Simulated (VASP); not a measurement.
A run of VASP 6.6.1:

INCAR

```
ALGO = Normal
EDIFF = 1E-8
ENCUT = 520
GGA = PE
IBRION = 8
ISIF = 2
ISMEAR = 0
LASPH = T
LCHARG = F
LEPSILON = T
LREAL = F
LWAVE = F
NBANDS = 11
NELM = 80
NSW = 1
PREC = Accurate
SIGMA = 0.01
```

The input KPOINTS:

```
k-points
0
Gamma
  12 12 12
```

POSCAR

```
BAs
1.0
    0.0000000000      2.3890000000      2.3890000000
    2.3890000000      0.0000000000      2.3890000000
    2.3890000000      2.3890000000      0.0000000000
B As
1 1
Direct
    0.0000000000      0.0000000000      0.0000000000
    0.2500000000      0.2500000000      0.2500000000
```

Potentials or basis: VASP PAW PBE potentials, release 64 (B, As).

Launch:

```console
$ cat potpaw_PBE.64/B/POTCAR potpaw_PBE.64/As/POTCAR > POTCAR
$ mpirun -np 1 vasp_std > vasp.out
```

Hardware: 1 thread of Intel(R) Xeon(R) Platinum 8488C (Sapphire Rapids) (shared host).

Estimate the wall time of this run.

It took 6.4 min on 1 thread of Intel(R) Xeon(R) Platinum 8488C (Sapphire Rapids) (shared host), peak memory 0.35 GiB. Counts: scf iterations 114, k points 72.
